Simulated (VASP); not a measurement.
## Hg: single point with LDA

Crystal: Hg.

```
CELL_PARAMETERS angstrom
-2.92975 2.92975 1.57255
2.92975 -2.92975 1.57255
2.92975 2.92975 -1.57255
ATOMIC_POSITIONS crystal
Hg 0.75000 0.25000 0.50000
Hg 0.00000 0.00000 0.00000
```

- Program: VASP 6.6.1
- Task: single point
- Functional: LDA
- Potentials or basis: VASP PAW LDA potentials, release 64 (Hg)
- Cutoff: 520 eV
- k mesh: 8 × 8 × 6
- Occupations: gaussian, width 0.05 eV
- Spin: no spin polarisation
- Dipole correction: no
- Further INCAR settings: ALGO = Normal; EDIFF = 1e-06; NBANDS = 19

| Item | Value |
| --- | --- |
| Pressure | -4.3 GPa |
| Band gap on the k mesh | zero (bands 12 and 13 overlap by 3.57 eV) |

Stress tensor (GPa, compression positive):
```
-3.94  0.00  0.00
 0.00 -3.94  0.00
 0.00  0.00 -4.96
```

Levels at points of the mesh, in eV from the Fermi level:
```tsv
k point	band 8	band 9	band 10	band 11	band 12	band 13	band 14	band 15	band 16	band 17
(0.00, 0.00, 0.00)	-6.26	-6.26	-5.86	-5.44	1.13	1.81	1.81	7.64	10.77	10.77
(0.50, 0.00, 0.00)	-6.00	-5.90	-5.69	-2.27	-1.73	2.23	2.32	3.19	7.17	7.34
(0.50, 0.50, 0.00)	-6.29	-6.02	-6.02	-5.29	-5.29	5.48	5.48	6.01	6.01	10.69
(0.50, 0.50, 0.50)	-6.25	-6.21	-6.21	-2.67	-2.67	-1.63	-1.63	10.25	10.25	14.96
```

Wall time 75 s on 1 thread of AMD EPYC 7R13 Processor (Zen 3) (shared host), peak memory 0.19 GiB.

Caveat: the cell stands under tension; spin-orbit coupling is left out, which moves the levels of the heavy elements.
